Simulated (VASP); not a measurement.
# CsOs3 (Pm-3m) in VASP: further runs, part 2 of 2

VASP 6.6.1.

## 4. Single point, PBE

This run uses another cell than the first one, of 17.44 Å³/atom.

Input file INCAR:

```
SYSTEM = CsOs3
ALGO = Fast ; EDIFF = 1E-6
ENCUT = 520 ; GGA = PE
ISIF = 2 ; ISMEAR = 0
LASPH = .TRUE. ; LCHARG = .TRUE.
LELF = .TRUE. ; LREAL = .FALSE.
LVHAR = .TRUE. ; LWAVE = .FALSE.
NBANDS = 24 ; NELM = 80
PREC = Accurate ; SIGMA = 0.1
```

Input file KPOINTS:

```
k-points
0
G
  12 12 12
  0 0 0
```

Input file POSCAR:

```
CsOs3
1.0
    4.1168927846      0.0000000000      0.0000000000
    0.0000000000      4.1168927846      0.0000000000
    0.0000000000      0.0000000000      4.1168927846
Cs Os
1 3
Direct
    0.0000000000      0.0000000000      0.0000000000
    0.0000000000      0.5000000000      0.5000000000
    0.5000000000      0.0000000000      0.5000000000
    0.5000000000      0.5000000000      0.0000000000
```

Potentials or basis: VASP PAW PBE potentials, release 64 (Cs_sv, Os).

Command:

```
> cat potpaw_PBE.64/Cs_sv/POTCAR potpaw_PBE.64/Os/POTCAR > POTCAR
> mpirun -np 1 vasp_std > vasp.out
```

OUTCAR:

```text
SYSTEM = CsOs3
   EDIFF = 1E-6
   ENCUT = 520
   GGA = PE
   ISIF = 2
   ISMEAR = 0
   LASPH = .TRUE.
   LREAL = .FALSE.
   NELM = 80
   PREC = Accurate

 ion  position               nearest neighbor table
   1  0.000  0.000  0.000-   2 2.91   3 2.91   4 2.91   2 2.91   3 2.91   2 2.91   4 2.91   2 2.91
                             3 2.91   4 2.91   3 2.91   4 2.91
   2  0.000  0.500  0.500-   1 2.91   3 2.91   4 2.91   1 2.91   4 2.91   1 2.91   3 2.91   1 2.91
                             3 2.91   4 2.91   4 2.91   3 2.91
   3  0.500  0.000  0.500-   1 2.91   2 2.91   4 2.91   1 2.91   4 2.91   2 2.91   4 2.91   4 2.91
                             1 2.91   2 2.91   1 2.91   2 2.91
   4  0.500  0.500  0.000-   1 2.91   2 2.91   3 2.91   2 2.91   3 2.91   1 2.91   3 2.91   3 2.91
                             1 2.91   2 2.91   2 2.91   1 2.91

  LATTYP: Found a simple cubic cell.
 ALAT       =     4.1168927846

  Lattice vectors:

 A1 = (   4.1168927846,   0.0000000000,   0.0000000000)
 A2 = (   0.0000000000,   4.1168927846,   0.0000000000)
 A3 = (   0.0000000000,   0.0000000000,   4.1168927846)

Analysis of symmetry for initial positions (statically):
=====================================================================
 Subroutine PRICEL returns:
 Original cell was already a primitive cell.

 Routine SETGRP: Setting up the symmetry group for a
 simple cubic supercell.

 Subroutine GETGRP returns: Found 48 space group operations
 (whereof 48 operations were pure point group operations)
 out of a pool of 48 trial point group operations.

The static configuration has the point symmetry O_h .

Analysis of symmetry for dynamics (positions and initial velocities):
=====================================================================
 Subroutine PRICEL returns:
 Original cell was already a primitive cell.

 Routine SETGRP: Setting up the symmetry group for a
 simple cubic supercell.

 Subroutine GETGRP returns: Found 48 space group operations
 (whereof 48 operations were pure point group operations)
 out of a pool of 48 trial point group operations.

The dynamic configuration has the point symmetry O_h .

 Subroutine INISYM returns: Found 48 space group operations
 (whereof 48 operations are pure point group operations),
 and found     1 'primitive' translations

----------------------------------------------------------------------------------------

                                     Primitive cell

  volume of cell :      69.7764

  direct lattice vectors                    reciprocal lattice vectors
     4.116892785  0.000000000  0.000000000     0.242901638  0.000000000  0.000000000
     0.000000000  4.116892785  0.000000000     0.000000000  0.242901638  0.000000000
     0.000000000  0.000000000  4.116892785     0.000000000  0.000000000  0.242901638

  length of vectors
     4.116892785  4.116892785  4.116892785     0.242901638  0.242901638  0.242901638

  position of ions in fractional coordinates (direct lattice)
     0.000000000  0.000000000  0.000000000
     0.000000000  0.500000000  0.500000000
     0.500000000  0.000000000  0.500000000
     0.500000000  0.500000000  0.000000000

  ion indices of the primitive-cell ions
   primitive index   ion index
                 1           1
                 2           2
[... 30 lines left out ...]
            Coordinates               Weight
  0.000000  0.000000  0.000000      1.000000
  0.083333  0.000000  0.000000      6.000000
  0.166667  0.000000  0.000000      6.000000
  0.250000  0.000000  0.000000      6.000000
  0.333333  0.000000  0.000000      6.000000
  0.416667  0.000000  0.000000      6.000000
[... 16 lines left out ...]
  0.333333  0.333333  0.000000     12.000000
  0.416667  0.333333  0.000000     24.000000
 [... further k-points ...]
   k-points           NKPTS =     84   k-points in BZ     NKDIM =     84   number of bands    NBANDS=     24
   number of dos      NEDOS =    301   number of ions     NIONS =      4
   total plane-waves  NPLWV =  32768
   dimension x,y,z NGX =    32 NGY =   32 NGZ =   32
   dimension x,y,z NGXF=    64 NGYF=   64 NGZF=   64
   ions per type =               1   3
   NGX,Y,Z   is equivalent  to a cutoff of  12.92, 12.92, 12.92 a.u.
   NGXF,Y,Z  is equivalent  to a cutoff of  25.84, 25.84, 25.84 a.u.
 SYSTEM =  CsOs3
   PREC   = accura    normal or accurate (medium, high low for compatibility)
   ISTART =      0    job   : 0-new  1-cont  2-samecut
   ICHARG =      2    charge: 1-file 2-atom 10-const
   ISPIN  =      1    spin polarized calculation?
   LNONCOLLINEAR =      F non collinear calculations
   LSORBIT =      F    spin-orbit coupling
   LASPH  =      T    aspherical Exc in radial PAW
   ENCUT  =  520.0 eV  38.22 Ry    6.18 a.u.   7.65  7.65  7.65*2*pi/ulx,y,z
   NELM   =     80;   NELMIN=  2; NELMDL= -5     # of ELM steps
   EDIFF  = 0.1E-05   stopping-criterion for ELM
   LREAL  =      F    real-space projection
   EDIFFG = 0.1E-04   stopping-criterion for IOM
   NSW    =      0    number of steps for IOM
   IBRION =     -1    ionic relax: 0-MD 1-quasi-New 2-CG
   NFREE  =      0    steps in history (QN), initial steepest desc. (CG)
   ISIF   =      2    stress and relaxation
   ISYM   =      2    0-nonsym 1-usesym 2-fastsym
   POTIM  = 0.5000    time-step for ionic-motion
   TEBEG  =    0.0;   TEEND  =   0.0 temperature during run
   PSTRESS=    0.0 pullay stress
   NELECT =      33.0000    total number of electrons
   NUPDOWN=      -1.0000    fix difference up-down
   EMIN   =  10.00;   EMAX   =-10.00  energy-range for DOS
   EFERMI =   0.00;   METHOD = LEGACY
   ISMEAR =     0;   SIGMA  =   0.10  broadening in eV -4-tet -1-fermi 0-gaus
   EFERMI_NEDOS =   21; number of points for ismear=-14 and -15
   IALGO  =     68    algorithm
   IMIX   =      4    mixing-type and parameters
     AMIX     =   0.40;   BMIX     =  1.00
     AMIX_MAG =   1.60;   BMIX_MAG =  1.00
  volume/ion in A,a.u.               =      17.44       117.72
  Fermi-wavevector in a.u.,A,eV,Ry     =   1.275489  2.410324 22.134927  1.626871
  Thomas-Fermi vector in A             =   2.408198
   LORBIT       =      0    0 simple, 1 ext, 2 COOP (PROOUT), +10 PAW based schemes
   GGA     = PE    functional components
   LHFCALC =     F    Hartree Fock is set to
   AEXX    =    0.0000 exact exchange contribution
   IVDW    =     0    specifies the selected vdW correction
   LEPSILON=     F    determine dielectric tensor
   LRPA    =     F    only Hartree local field effects (RPA)
 non-spin polarized calculation
 RMM-DIIS sequential band-by-band and
 Gauss-broadening in eV      SIGMA  =   0.10
  energy-cutoff  :      520.00
  volume of cell :       69.78
 maximum number of plane-waves:      1924
 NGX is ok and might be reduce to    32
   NGX = 15   NGY = 15   NGZ = 15

 number of electron      33.0000001 magnetization

 Free energy of the ion-electron system (eV)
  ---------------------------------------------------
  ext. energy  EPLUGINS =         0.00000000
  ---------------------------------------------------
  free energy    TOTEN  =       -24.02089494 eV

  energy without entropy =      -23.98393677  energy(sigma->0) =      -24.00241585

 E-fermi :   7.2544     XC(G=0): -12.8825

 val. band max:        7.2428833135   @ k =   0.4167   0.3333   0.1667
 cond. band min:       7.2595742513   @ k =   0.3333   0.2500   0.2500
 fundamental gap:      0.0166909378
 Fermi energy:         7.2544454349

 k-point     1 :       0.0000    0.0000    0.0000
  band No.  band energies     occupation
      1     -15.0783      2.00000
      2      -1.8116      2.00000
      3      -1.8116      2.00000
      4      -1.8116      2.00000
      5       0.1158      2.00000
      6       1.9563      2.00000
[... 637 lines left out ...]
     23      12.0606      0.00000
     24      13.0060      0.00000

 [... further k-points ...]

------------------------ aborting loop because EDIFF is reached ----------------------------------------

  FORCE on cell =-STRESS in cart. coord.  units (eV):
  Direction    XX          YY          ZZ          XY          YZ          ZX
  --------------------------------------------------------------------------------------
  -------------------------------------------------------------------------------------
  Total        1.3254803      1.3254803      1.3254803      0.0000000      0.0000000      0.0000000
  in kB       30.4351330     30.4351330     30.4351330      0.0000000      0.0000000      0.0000000
  external PRESSURE =      30.4351330 kB  Pullay stress =       0.0000000 kB

 VOLUME and BASIS-vectors are now :
 -----------------------------------------------------------------------------
  energy-cutoff  :      520.00
  volume of cell :       69.78
      direct lattice vectors                 reciprocal lattice vectors
     4.116892785  0.000000000  0.000000000     0.242901638  0.000000000  0.000000000
     0.000000000  4.116892785  0.000000000     0.000000000  0.242901638  0.000000000
     0.000000000  0.000000000  4.116892785     0.000000000  0.000000000  0.242901638

 POSITION                                       TOTAL-FORCE (eV/Angst)
 -----------------------------------------------------------------------------------
      0.00000      0.00000      0.00000         0.000000      0.000000      0.000000
      0.00000      2.05845      2.05845         0.000000      0.000000      0.000000
      2.05845      0.00000      2.05845         0.000000      0.000000      0.000000
      2.05845      2.05845      0.00000         0.000000      0.000000      0.000000
 -----------------------------------------------------------------------------------
    total drift:                                0.000000     -0.000000     -0.000000

  FREE ENERGIE OF THE ION-ELECTRON SYSTEM (eV)
  ---------------------------------------------------
  free  energy   TOTEN  =       -24.0208949378 eV

  energy  without entropy=      -23.9839367664  energy(sigma->0) =      -24.00241585
```

OSZICAR:

```text
N       E                     dE             d eps       ncg     rms          rms(c)
DAV:   1     0.235855285211E+03    0.23586E+03   -0.15125E+04  4032   0.128E+03
DAV:   2    -0.574588982181E+01   -0.24160E+03   -0.22442E+03  4296   0.397E+02
DAV:   3    -0.251029520755E+02   -0.19357E+02   -0.17323E+02  5240   0.858E+01
DAV:   4    -0.256683019588E+02   -0.56535E+00   -0.55775E+00  4368   0.184E+01
DAV:   5    -0.256812003783E+02   -0.12898E-01   -0.12879E-01  5440   0.206E+00    0.185E+01
RMM:   6    -0.242569869593E+02    0.14242E+01   -0.18310E+00  4044   0.841E+00    0.743E+00
RMM:   7    -0.240212094111E+02    0.23578E+00   -0.16470E+00  4078   0.613E+00    0.187E+00
RMM:   8    -0.240207419213E+02    0.46749E-03   -0.13811E-01  4574   0.223E+00    0.171E+00
RMM:   9    -0.240231210253E+02   -0.23791E-02   -0.34492E-02  5009   0.904E-01    0.538E-01
RMM:  10    -0.240208064803E+02    0.23145E-02   -0.58319E-03  4354   0.617E-01    0.159E-01
RMM:  11    -0.240208825146E+02   -0.76034E-04   -0.15750E-03  4667   0.202E-01    0.325E-02
RMM:  12    -0.240208942365E+02   -0.11722E-04   -0.18868E-04  4983   0.722E-02    0.198E-02
RMM:  13    -0.240208951616E+02   -0.92510E-06   -0.38701E-05  5052   0.298E-02    0.652E-03
RMM:  14    -0.240208949378E+02    0.22387E-06   -0.49237E-06  3704   0.106E-02
   1 F= -.24020895E+02 E0= -.24002416E+02  d E =-.369582E-01
```

Wall time 44 s (1 thread of Intel Xeon 6975P-C (Granite Rapids), shared host); peak memory 0.27 GiB.

What came out:

```yaml
Free_energy: -24.0209 eV
Pressure: 3.0 GPa
Band_gap_on_the_k_mesh: zero (an odd number of electrons rules out a gap without spin polarisation)
```

Caveat: the cell stands under pressure; spin-orbit coupling is left out, which moves the levels of the heavy elements.

## 5. Relaxation of cell and atoms, PBE

Input file INCAR:

```
SYSTEM = CsOs3
PREC = Accurate
ENCUT = 600
EDIFF = 1E-7
ISMEAR = 0
SIGMA = 0.1
LREAL = .False.
LASPH = .True.
NELM = 60
ALGO = Fast
ISIF = 3
LWAVE = .False.
LCHARG = .False.
GGA = PE
IBRION = 2
NSW = 100
EDIFFG = -0.01
```

Input file KPOINTS:

```
regular mesh
0
Gamma
  12 12 12
  0 0 0
```

Input file POSCAR:

```
CsOs3
1.0
    4.1197651788      0.0000000000      0.0000000000
    0.0000000000      4.1197651788      0.0000000000
    0.0000000000      0.0000000000      4.1197651788
Cs Os
1 3
Direct
    0.0000000000      0.0000000000      0.0000000000
    0.0000000000      0.5000000000      0.5000000000
    0.5000000000      0.0000000000      0.5000000000
    0.5000000000      0.5000000000      0.0000000000
```

Potentials or basis: VASP PAW PBE potentials, release 64 (Cs_sv, Os).

Command:

```
> cat potpaw_PBE.64/Cs_sv/POTCAR potpaw_PBE.64/Os/POTCAR > POTCAR
> mpirun -np 1 vasp_std > vasp.out
```

OUTCAR:

```text
SYSTEM = CsOs3
   PREC = Accurate
   ENCUT = 600
   EDIFF = 1E-7
   ISMEAR = 0
   LREAL = .False.
   LASPH = .True.
   NELM = 60
   ISIF = 3
   GGA = PE
   IBRION = 2
   NSW = 100
   EDIFFG = -0.01

 ion  position               nearest neighbor table
   1  0.000  0.000  0.000-   2 2.91   3 2.91   4 2.91   2 2.91   3 2.91   2 2.91   4 2.91   2 2.91
                             3 2.91   4 2.91   3 2.91   4 2.91
   2  0.000  0.500  0.500-   1 2.91   3 2.91   4 2.91   1 2.91   4 2.91   1 2.91   3 2.91   1 2.91
                             3 2.91   4 2.91   4 2.91   3 2.91
   3  0.500  0.000  0.500-   1 2.91   2 2.91   4 2.91   1 2.91   4 2.91   2 2.91   4 2.91   4 2.91
                             1 2.91   2 2.91   1 2.91   2 2.91
   4  0.500  0.500  0.000-   1 2.91   2 2.91   3 2.91   2 2.91   3 2.91   1 2.91   3 2.91   3 2.91
                             1 2.91   2 2.91   2 2.91   1 2.91

  LATTYP: Found a simple cubic cell.
 ALAT       =     4.1197651788

  Lattice vectors:

 A1 = (   4.1197651788,   0.0000000000,   0.0000000000)
 A2 = (   0.0000000000,   4.1197651788,   0.0000000000)
 A3 = (   0.0000000000,   0.0000000000,   4.1197651788)

Analysis of symmetry for initial positions (statically):
=====================================================================
 Subroutine PRICEL returns:
 Original cell was already a primitive cell.

 Routine SETGRP: Setting up the symmetry group for a
 simple cubic supercell.

 Subroutine GETGRP returns: Found 48 space group operations
 (whereof 48 operations were pure point group operations)
 out of a pool of 48 trial point group operations.

The static configuration has the point symmetry O_h .

Analysis of symmetry for dynamics (positions and initial velocities):
=====================================================================
 Subroutine PRICEL returns:
 Original cell was already a primitive cell.

 Routine SETGRP: Setting up the symmetry group for a
 simple cubic supercell.

[... 137 lines left out ...]
   LEPSILON=     F    determine dielectric tensor
   LRPA    =     F    only Hartree local field effects (RPA)
 conjugate gradient relaxation of ions
 non-spin polarized calculation
 RMM-DIIS sequential band-by-band and
 Gauss-broadening in eV      SIGMA  =   0.10
  energy-cutoff  :      600.00
  volume of cell :       69.92
 maximum number of plane-waves:      2361
 NGX is ok and might be reduce to    36
   NGX = 17   NGY = 17   NGZ = 17

--------------------------------------- Ionic step        1  -------------------------------------------

 number of electron      33.0000000 magnetization

 Free energy of the ion-electron system (eV)
  ---------------------------------------------------
  ext. energy  EPLUGINS =         0.00000000
  ---------------------------------------------------
  free energy    TOTEN  =       -24.02476212 eV

  energy without entropy =      -23.98769123  energy(sigma->0) =      -24.00622668

------------------------ aborting loop because EDIFF is reached ----------------------------------------

  FORCE on cell =-STRESS in cart. coord.  units (eV):
  Direction    XX          YY          ZZ          XY          YZ          ZX
  --------------------------------------------------------------------------------------
  -------------------------------------------------------------------------------------
  Total        1.1903616      1.1903616      1.1903616      0.0000000      0.0000000     -0.0000000
  in kB       27.2754604     27.2754604     27.2754604      0.0000000      0.0000000     -0.0000000
  external PRESSURE =      27.2754604 kB  Pullay stress =       0.0000000 kB
[... 63 lines left out ...]
--------------------------------------- Ionic step        3  -------------------------------------------

 number of electron      32.9999999 magnetization

 Free energy of the ion-electron system (eV)
  ---------------------------------------------------
  ext. energy  EPLUGINS =         0.00000000
  ---------------------------------------------------
  free energy    TOTEN  =       -24.03398567 eV

  energy without entropy =      -23.99594635  energy(sigma->0) =      -24.01496601

 E-fermi :   7.0227     XC(G=0): -12.7815

 val. band max:        7.0203880425   @ k =   0.2500   0.0000   0.0000
 cond. band min:       7.0257203233   @ k =   0.5000   0.1667   0.1667
 fundamental gap:      0.0053322808
 Fermi energy:         7.0226509198

 k-point     1 :       0.0000    0.0000    0.0000
  band No.  band energies     occupation
      1     -15.1931      2.00000
      2      -1.9527      2.00000
      3      -1.9527      2.00000
      4      -1.9527      2.00000
      5      -0.0002      2.00000
      6       1.8770      2.00000
[... 541 lines left out ...]
     19       7.5143      0.00000
     20       7.5680      0.00000

 [... further k-points ...]

------------------------ aborting loop because EDIFF is reached ----------------------------------------

  FORCE on cell =-STRESS in cart. coord.  units (eV):
  Direction    XX          YY          ZZ          XY          YZ          ZX
  --------------------------------------------------------------------------------------
  -------------------------------------------------------------------------------------
  Total       -0.0014582     -0.0014582     -0.0014582     -0.0000000     -0.0000000     -0.0000000
  in kB       -0.0328881     -0.0328881     -0.0328881     -0.0000000     -0.0000000     -0.0000000
  external PRESSURE =      -0.0328881 kB  Pullay stress =       0.0000000 kB
[... 19 lines left out ...]
  FREE ENERGIE OF THE ION-ELECTRON SYSTEM (eV)
  ---------------------------------------------------
  free  energy   TOTEN  =       -24.0339856697 eV

  energy  without entropy=      -23.9959463531  energy(sigma->0) =      -24.01496601

 reached required accuracy - stopping structural energy minimisation
```

CONTCAR:

```text
CsOs3
   1.00000000000000
     4.1415452968205182   -0.0000000000000000   -0.0000000000000000
     0.0000000000000000    4.1415452968205182   -0.0000000000000000
     0.0000000000000000    0.0000000000000000    4.1415452968205182
  Cs              Os
     1     3
Direct
     0.0000000000000000    0.0000000000000000    0.0000000000000000
     0.0000000000000000    0.5000000000000000    0.5000000000000000
     0.5000000000000000    0.0000000000000000    0.5000000000000000
     0.5000000000000000    0.5000000000000000    0.0000000000000000

  0.00000000E+00  0.00000000E+00  0.00000000E+00
  0.00000000E+00  0.00000000E+00  0.00000000E+00
  0.00000000E+00  0.00000000E+00  0.00000000E+00
  0.00000000E+00  0.00000000E+00  0.00000000E+00
```

Run time: 6.1 min. Hardware: 1 thread of Intel Xeon 6975P-C (Granite Rapids), shared host; peak memory 0.31 GiB.

What came out:

- Free energy: -24.0340 eV
- Relaxed volume: 17.76 Å³/atom
- Relaxed cell: a = 4.142 Å, b = 4.142 Å, c = 4.142 Å, α = 90.00°, β = 90.00°, γ = 90.00°
- Space group after relaxing (to 0.1 Å): Pm-3m (No. 221)
- Energy gained by relaxing: 2.3 meV/atom
- Ionic steps: 3
- Pressure after relaxing: 0.0 GPa
- Band gap on the k mesh: zero (an odd number of electrons rules out a gap without spin polarisation)

The path:
| step | energy change (eV) | largest force (eV/Å) | pressure (GPa) | volume (Å³) |
| --- | --- | --- | --- | --- |
| 1 | 0.0000 | 0.0000 | 2.73 | 69.92 |
| 2 | 0.0167 | 0.0000 | -4.12 | 72.98 |
| 3 | -0.0092 | 0.0000 | 0.00 | 71.04 |

Final structure:
```
CELL_PARAMETERS angstrom
4.14155 0.00000 0.00000
0.00000 4.14155 0.00000
0.00000 0.00000 4.14155
ATOMIC_POSITIONS crystal
Cs 0.00000 0.00000 0.00000
Os 0.00000 0.50000 0.50000
Os 0.50000 0.00000 0.50000
Os 0.50000 0.50000 0.00000
```

Caveat: spin-orbit coupling is left out, which moves the levels of the heavy elements.

## 6. Overview

```csv
task,cell,k mesh,cutoff (eV),gap on the mesh (eV),pressure (GPa),relaxed volume (Å³/atom)
single point,"a = 4.120 Å, 4 atoms",4 × 4 × 4,520,none,2.7,-
relaxation of cell and atoms,"relaxed from a = 4.370 Å, 4 atoms",4 × 4 × 4,600,none,-0.3,17.79
single point,"a = 4.117 Å, 4 atoms",12 × 12 × 12,520,none,3.0,-
relaxation of cell and atoms,"relaxed from a = 4.120 Å, 4 atoms",12 × 12 × 12,600,none,0.0,17.76
```

Alike in all rows: level PBE; potentials or basis VASP PAW PBE potentials, release 64 (Cs_sv, Os); no spin polarisation; smearing gaussian 0.1 eV.

Caveats: some runs use coarse meshes; spin-orbit coupling is left out, which moves the levels of the heavy elements; the cell stands under pressure (at least some runs).

Absolute energies hang on the potentials; compare differences alone.
